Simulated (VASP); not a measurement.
Set up this calculation in VASP 6.6.1, as the native input.

```yaml
Task: single point
Functional: PBE
Potentials_or_basis: VASP PAW PBE potentials, release 64 (Ba_sv, Sr_sv, Re)
Cutoff: 520 eV
k_mesh: 6 × 6 × 2
Occupations: gaussian, width 0.1 eV
Spin: collinear spin
Starting_moments: "[0.0, 0.0, 0.0, 1.0] μB"
Dipole_correction: no
Further_INCAR_settings: ALGO = Normal; EDIFF = 1e-06; NBANDS = 30
```

The structure of Ba2SrRe lies in POSCAR:

```
Ba2SrRe
1.0
    4.0174509325      0.0000000000      0.0000000000
   -2.0087254663      3.4792145660      0.0000000000
    0.0000000000      0.0000000000     12.0001137137
Ba Sr Re
2 1 1
Direct
    0.3333333333      0.6666666667      0.3225258172
    0.3333333333      0.6666666667      0.6774741828
    0.0000000000      0.0000000000      0.0000000000
    0.0000000000      0.0000000000      0.5000000000
```

The cell was built from a structure type or drawn by symmetry, and may not be a known phase.

These files were run (other wordings do the same):

INCAR

```
SYSTEM = Ba2SrRe
PREC     = Accurate       ! precision mode
ENCUT    = 520            ! plane-wave cutoff, eV
EDIFF    = 1E-6           ! SCF threshold, eV
ISMEAR   = 0              ! smearing method
SIGMA    = 0.1            ! smearing width, eV
LREAL    = .FALSE.        ! projectors in reciprocal space
LASPH    = .TRUE.         ! aspherical terms in the spheres
NELM     = 150            ! most SCF steps
ALGO     = Normal         ! electronic algorithm
ISIF     = 2              ! what is computed and relaxed
LWAVE    = .FALSE.        ! write WAVECAR
LCHARG   = .TRUE.         ! write CHGCAR
ISPIN    = 2              ! spin polarisation
MAGMOM   = 0 0 0 1        ! initial moments
LORBIT   = 11             ! projections on sites
LMAXMIX  = 4              ! l up to which the mixer works
GGA      = PE             ! functional
LELF     = .TRUE.         ! ELF
LVHAR    = .TRUE.       
NBANDS   = 30             ! bands
```

KPOINTS

```
Automatic mesh
0
G
  6 6 2
  0 0 0
```

Potentials or basis: VASP PAW PBE potentials, release 64 (Ba_sv, Sr_sv, Re).

Command:

```bash
$ cat potpaw_PBE.64/Ba_sv/POTCAR potpaw_PBE.64/Sr_sv/POTCAR potpaw_PBE.64/Re/POTCAR > POTCAR
$ mpirun -np 1 vasp_std > vasp.out
```

Results of the run:

```
Pressure                                              : 0.4 GPa
Largest force                                         : 0.127 eV/Å
Net moment                                            : 0.36 μB per cell
Site moments                                          : Ba -0.00; Sr -0.00; Re +0.36 μB
Valence electrons inside the program's atomic spheres : Ba 8.11; Sr 7.92; Re 5.58
```

Wall time 3.2 min on 1 thread of Intel(R) Xeon(R) 6975P-C (Granite Rapids), on a shared host, peak memory 0.4 GiB.
